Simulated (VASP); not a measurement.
Set up this calculation in VASP 6.6.1, as the native input.

```
Task                   : single point
Functional             : pbesol exchange, pbe correlation
Potentials or basis    : VASP PAW PBE potentials, release 64 (Si)
Cutoff                 : 500 eV
k mesh                 : 8 × 8 × 8
Occupations            : gaussian, width 0.025 eV
Spin                   : collinear spin
Starting moments       : [0.5, 0.5] μB
Fixed moment           : 1 μB
Dipole correction      : no
Further INCAR settings : ALGO = Normal; EDIFF = 1e-06; NBANDS = 15
```

The structure of Si lies in POSCAR:

```
Si
1.0
    0.0000000000      2.7576691254      2.7576691254
    2.7576691254      0.0000000000      2.7576691254
    2.7576691254      2.7576691254      0.0000000000
Si
2
Direct
    0.5000000000      0.5000000000      0.5000000000
    0.7500000000      0.7500000000      0.7500000000
```

One way to write it, as run:

INCAR

```
SYSTEM = Si
PREC = Accurate
ENCUT = 500
EDIFF = 1E-6
ISMEAR = 0
SIGMA = 0.025
LREAL = .False.
LASPH = .True.
NELM = 200
ALGO = Normal
ISIF = 2
LWAVE = .False.
LCHARG = .True.
ISPIN = 2
MAGMOM = 0.5 0.5
LORBIT = 11
NUPDOWN = 1.0
GGA = LIBXC
LIBXC1 = GGA_X_PBE_SOL
LIBXC2 = GGA_C_PBE
LELF = .True.
LVHAR = .True.
NBANDS = 15
GGA_COMPAT = .False.
```

KPOINTS

```
regular mesh
0
Gamma
  8 8 8
  0 0 0
```

Potentials or basis: VASP PAW PBE potentials, release 64 (Si).

Command:

```sh
$ cat potpaw_PBE.64/Si/POTCAR > POTCAR
$ mpirun -np 1 vasp_std > vasp.out
```

Results of the run:

```
Pressure                                              : -3.4 GPa
Net moment                                            : 1.00 μB per cell
Site moments                                          : Si +0.16 μB
Valence electrons inside the program's atomic spheres : Si 1.62
```

Caveat: the cell stands under tension; the PAW data sets were made with another functional, which shifts forces and pressure a little; the total moment is fixed, so each spin has its own Fermi level.

It took 18 s on 1 thread of Intel(R) Xeon(R) Platinum 8559C (Emerald Rapids), with other jobs on the host, peak memory 0.17 GiB.
